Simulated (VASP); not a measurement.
# TmI4: relaxation of cell and atoms with PBE

TmI4:

```
Tm I
1.0
     0.00000    6.02485    6.02485
     6.02485    0.00000    6.02485
     6.02485    6.02485    0.00000
Tm I
2 8
Direct
  0.25000 0.25000 0.25000
  0.75000 0.75000 0.75000
  0.60626 0.60626 0.60626
  0.60626 0.60626 0.18123
  0.60626 0.18123 0.60626
  0.18123 0.60626 0.60626
  0.39374 0.39374 0.81877
  0.39374 0.39374 0.39374
  0.39374 0.81877 0.39374
  0.81877 0.39374 0.39374
```

The cell was generated, and may not be a known phase.

```yaml
Program: VASP 6.6.1
Task: relaxation of cell and atoms
Functional: PBE
Potentials_or_basis: VASP PAW PBE potentials, release 64 (Tm_3, I), 4f in core
Cutoff: 500 eV
k_mesh: 3 × 3 × 3
Occupations: gaussian, width 0.2 eV
Spin: no spin polarisation
Dipole_correction: no
Further_INCAR_settings: ALGO = Normal; EDIFF = 1e-07; IBRION = 2; EDIFFG = -0.08; NSW = 36; ISIF = 3
```

```yaml
Relaxed_volume: 78.43 Å³/atom
Relaxed_cell: a = 10.351 Å, b = 10.351 Å, c = 10.351 Å, α = 60.00°, β = 60.00°, γ = 60.00°
Space_group_after_relaxing_to_0.1_Å: Fm-3m (No. 225)
Energy_gained_by_relaxing: 3158.1 meV/atom
Ionic_steps: 13
Pressure_after_relaxing: 0.0 GPa
Largest_force_after_relaxing: 0.046 eV/Å
Band_gap_on_the_k_mesh: zero (filled and empty bands overlap)
```

Forces in eV/Å, atoms in the order of the input:
```
Tm   0.000  0.000  0.000
Tm   0.000  0.000  0.000
I    0.026  0.026  0.026
I   -0.026 -0.026  0.026
I   -0.026  0.026 -0.026
I    0.026 -0.026 -0.026
I    0.026  0.026 -0.026
I   -0.026 -0.026 -0.026
I    0.026 -0.026  0.026
I   -0.026  0.026  0.026
```

The path:
| step | energy change (eV) | largest force (eV/Å) | pressure (GPa) | volume (Å³) |
| --- | --- | --- | --- | --- |
| 1 | 0.0000 | 13.5465 | 27.22 | 437.39 |
| 2 | -28.9876 | 1.4155 | -1.95 | 1096.55 |
| 3 | -30.0412 | 1.4695 | -1.35 | 751.94 |
| 4 | -30.1001 | 1.3907 | -1.60 | 786.10 |
| 5 | -30.0791 | 1.4306 | -1.47 | 766.46 |
| 6 | -31.0618 | 0.8245 | -0.22 | 704.84 |
| 7 | -31.1871 | 0.3708 | 0.71 | 675.52 |
| 8 | -31.1881 | 0.4091 | 0.64 | 677.68 |
| 9 | -31.3342 | 0.2716 | 0.51 | 695.36 |
| 10 | -31.5443 | 0.0676 | 0.36 | 750.27 |
| 11 | -31.5582 | 0.1471 | 0.37 | 766.40 |
| 12 | -31.5582 | 0.2259 | -0.30 | 802.87 |
| 13 | -31.5810 | 0.0455 | 0.01 | 784.28 |

Final structure:
```
Tm I
1.0
     0.00000    7.31948    7.31948
     7.31948    0.00000    7.31948
     7.31948    7.31948    0.00000
Tm I
2 8
Direct
  0.25000 0.25000 0.25000
  0.75000 0.75000 0.75000
  0.63776 0.63776 0.63776
  0.63776 0.63776 0.08672
  0.63776 0.08672 0.63776
  0.08672 0.63776 0.63776
  0.36224 0.36224 0.91328
  0.36224 0.36224 0.36224
  0.36224 0.91328 0.36224
  0.91328 0.36224 0.36224
```

Levels at points of the mesh, in eV from the Fermi level:
```
           k point  band 33  band 34  band 35  band 36  band 37  band 38  band 39  band 40  band 41  band 42
(0.00, 0.00, 0.00)    -0.71    -0.51    -0.51    -0.02    -0.02    -0.02     3.79     3.79     4.34     4.42
```

It took 18 min on 1 thread of AMD EPYC 9R45 96-Core Processor (Zen 5), with other jobs on the host, peak memory 0.62 GiB.

Caveat: the volume moved by over 15 % at a fixed basis, so the end points are rough; spin-orbit coupling is left out, which moves the levels of the heavy elements; the 4f electrons are frozen in the core, so they carry no moment and show no levels; the run has no spin polarisation, though such a crystal can be magnetic; the relaxation stopped at a loose force limit of 0.08 eV/Å, so its end isn't a converged minimum. Spin polarisation is off, so any magnetic state and its effect on volume and gap are missing.
